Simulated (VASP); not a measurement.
# TaN (P-6m2) in VASP: further runs, part 2 of 2

VASP 6.6.1. Earlier steps stand in the parts before.

### 3 Electric field gradients, LDA (volume scaled by 0.98)

File INCAR:

```
PREC = Accurate
ENCUT = 520
EDIFF = 1E-8
ISMEAR = -1
SIGMA = 0.02
LREAL = F
LASPH = T
NELM = 100
ALGO = Normal
ISIF = 2
LWAVE = F
LCHARG = F
GGA = CA
LEFG = T
NBANDS = 15
```

File KPOINTS:

```
Automatic mesh
0
Gamma
  12 12 10
```

File POSCAR:

```
TaN
1.0
    2.9182801511      0.0000000000      0.0000000000
   -1.4591400756      2.5273047463      0.0000000000
    0.0000000000      0.0000000000      2.8636504237
Ta N
1 1
Direct
    0.3333333333      0.6666666667      0.5000000000
    0.0000000000      0.0000000000      0.0000000000
```

Potentials or basis: VASP PAW LDA potentials, release 64 (Ta_pv, N).

Command:

```sh
cat potpaw_LDA.64/Ta_pv/POTCAR potpaw_LDA.64/N/POTCAR > POTCAR
mpirun -np 1 vasp_std > vasp.out
```

OUTCAR:

```text
PREC = Accurate
   ENCUT = 520
   EDIFF = 1E-8
   ISMEAR = -1
   LREAL = F
   LASPH = T
   NELM = 100
   ISIF = 2
   GGA = CA

 ion  position               nearest neighbor table
   1  0.333  0.667  0.500-   2 2.21   2 2.21   2 2.21   2 2.21   2 2.21   2 2.21
   2  0.000  0.000  0.000-   1 2.21   1 2.21   1 2.21   1 2.21   1 2.21   1 2.21

  LATTYP: Found a hexagonal cell.
 ALAT       =     2.9182801511
 C/A-ratio  =     0.9812801635

  Lattice vectors:

 A1 = (   2.9182801511,   0.0000000000,   0.0000000000)
 A2 = (  -1.4591400756,   2.5273047463,   0.0000000000)
 A3 = (   0.0000000000,   0.0000000000,   2.8636504237)

Analysis of symmetry for initial positions (statically):
=====================================================================
 Subroutine PRICEL returns:
 Original cell was already a primitive cell.

 Routine SETGRP: Setting up the symmetry group for a
 hexagonal supercell.

 Subroutine GETGRP returns: Found 12 space group operations
 (whereof 12 operations were pure point group operations)
 out of a pool of 24 trial point group operations.

The static configuration has the point symmetry D_3h.

Analysis of symmetry for dynamics (positions and initial velocities):
=====================================================================
 Subroutine PRICEL returns:
 Original cell was already a primitive cell.

 Routine SETGRP: Setting up the symmetry group for a
 hexagonal supercell.

 Subroutine GETGRP returns: Found 12 space group operations
 (whereof 12 operations were pure point group operations)
 out of a pool of 24 trial point group operations.

[... 166 lines left out ...]
     10      11.9996      0.00000
     11      11.9996      0.00000
     12      12.3726      0.00000
     13      12.3726      0.00000
     14      20.7829      0.00000
[... 401 lines left out ...]
      2     -26.2238      2.00000
      3     -26.1550      2.00000
      4      -7.5265      2.00000
      5       0.6997      2.00000
      6       3.2334      2.00000
      7       4.6491      2.00000
      8       5.5798      2.00000
      9      11.0578      0.00000
     10      11.3295      0.00000
     11      13.0177      0.00000
     12      13.4475      0.00000
     13      15.6745      0.00000
     14      20.7922      0.00000
     15      21.7054      0.00000

 [... further k-points ...]
[... 5 lines left out ...]
  --------------------------------------------------------------------------------------
  -------------------------------------------------------------------------------------
  Total       -0.3266745     -0.3266745     -0.3941375      0.0000000     -0.0000000      0.0000000
  in kB      -24.7811350    -24.7811350    -29.8988022      0.0000000     -0.0000000      0.0000000
  external PRESSURE =     -26.4870240 kB  Pullay stress =       0.0000000 kB

 VOLUME and BASIS-vectors are now :
 -----------------------------------------------------------------------------
  energy-cutoff  :      520.00
  volume of cell :       21.12
      direct lattice vectors                 reciprocal lattice vectors
     2.918280151  0.000000000  0.000000000     0.342667581  0.197839220  0.000000000
    -1.459140076  2.527304746  0.000000000     0.000000000  0.395678440  0.000000000
     0.000000000  0.000000000  2.863650424     0.000000000  0.000000000  0.349204635

 POSITION                                       TOTAL-FORCE (eV/Angst)
 -----------------------------------------------------------------------------------
     -0.00000      1.68487      1.43183         0.000000      0.000000      0.000000
      0.00000      0.00000      0.00000        -0.000000      0.000000      0.000000
 -----------------------------------------------------------------------------------
    total drift:                                0.000000     -0.000000     -0.000000

  FREE ENERGIE OF THE ION-ELECTRON SYSTEM (eV)
  ---------------------------------------------------
  free  energy   TOTEN  =       -24.7174831381 eV

  energy  without entropy=      -24.7173830370  energy(sigma->0) =      -24.71743309

 Electric field gradients (V/A^2)
---------------------------------------------------------------------
 ion       V_xx      V_yy      V_zz      V_xy      V_xz      V_yz
---------------------------------------------------------------------
   1      -7.663    -7.663    15.326     0.000     0.000    -0.000
   2       0.157     0.157    -0.314    -0.001     0.000    -0.000
---------------------------------------------------------------------

 Electric field gradients after diagonalization (V/A^2)
 (convention: |V_zz| > |V_xx| > |V_yy|)
----------------------------------------------------------------------
 ion       V_xx      V_yy      V_zz     asymmetry (V_yy - V_xx)/ V_zz
----------------------------------------------------------------------
   1      -7.664    -7.663    15.326       0.000
   2       0.158     0.156    -0.314       0.005
----------------------------------------------------------------------

           NMR quadrupolar parameters

 Cq : quadrupolar parameter    Cq=e*Q*V_zz/h
 eta: asymmetry parameters     (V_yy - V_xx)/ V_zz
 Q  : nuclear electric quadrupole moment in mb (millibarn)
----------------------------------------------------------------------
 ion       Cq(MHz)       eta       Q (mb)
----------------------------------------------------------------------
   1       0.037       0.000       1.000
   2      -0.001       0.005       1.000
----------------------------------------------------------------------
```

OSZICAR:

```text
N       E                     dE             d eps       ncg     rms          rms(c)
DAV:   1     0.878458251252E+02    0.87846E+02   -0.87977E+03  3420   0.113E+03
DAV:   2    -0.246404704935E+02   -0.11249E+03   -0.10587E+03  4148   0.298E+02
DAV:   3    -0.272522871831E+02   -0.26118E+01   -0.26009E+01  4155   0.417E+01
DAV:   4    -0.272615023389E+02   -0.92152E-02   -0.92119E-02  4232   0.278E+00
DAV:   5    -0.272615574869E+02   -0.55148E-04   -0.55139E-04  4148   0.198E-01    0.244E+01
DAV:   6    -0.248531053757E+02    0.24085E+01   -0.42925E+00  4078   0.234E+01    0.104E+01
DAV:   7    -0.247581005870E+02    0.95005E-01   -0.51866E-01  3644   0.546E+00    0.706E+00
DAV:   8    -0.247235430982E+02    0.34557E-01   -0.14104E-01  3917   0.316E+00    0.134E+00
DAV:   9    -0.247176887888E+02    0.58543E-02   -0.12146E-02  3721   0.889E-01    0.180E-01
DAV:  10    -0.247175576057E+02    0.13118E-03   -0.65634E-04  3973   0.302E-01    0.129E-01
DAV:  11    -0.247174823802E+02    0.75226E-04   -0.11288E-04  3749   0.960E-02    0.134E-02
DAV:  12    -0.247174831939E+02   -0.81370E-06   -0.78803E-06  3721   0.230E-02    0.344E-03
DAV:  13    -0.247174831495E+02    0.44400E-07   -0.65058E-08  4225   0.234E-03    0.187E-03
DAV:  14    -0.247174831385E+02    0.10994E-07   -0.14172E-08  3354   0.143E-03    0.346E-04
DAV:  15    -0.247174831381E+02    0.45338E-09   -0.96089E-10  1710   0.318E-04
   1 F= -.24717483E+02 E0= -.24717433E+02  d E =-.100101E-03
```

Wall time 26 s (1 thread of Intel Xeon 6975P-C, shared host); peak memory 0.16 GiB.

What came out:

```
Free energy            : -24.7175 eV
Pressure               : -2.6 GPa
Band gap on the k mesh : zero (band 8 reaches 8.71 eV, above the bottom of band 9 at 8.20 eV)
```

Levels at points of the mesh, in eV from the Fermi level:
```
           k point  band 6  band 7  band 8  band 9  band 10  band 11
(0.00, 0.00, 0.00)   -4.72   -4.38   -2.99    2.43     3.58     3.58
(0.50, 0.00, 0.00)   -5.38   -3.65   -3.26    2.93     4.06     5.21
(0.00, 0.00, 0.50)   -3.90   -3.90   -0.21   -0.21     2.41     3.24
(0.50, 0.00, 0.50)   -6.30   -5.89   -0.33    4.24     5.40     6.14
```

Electric field gradients, principal values (V/Å²):
```
atom   least  middle  greatest (by size)
1 Ta  -7.663  -7.664              15.326
 2 N   0.156   0.158              -0.314
```

Caveat: without QUAD_EFG the Cq values of the log hold for a quadrupole moment of 1 mb, not for the nuclei; spin-orbit coupling is left out, which moves the levels of the heavy elements.
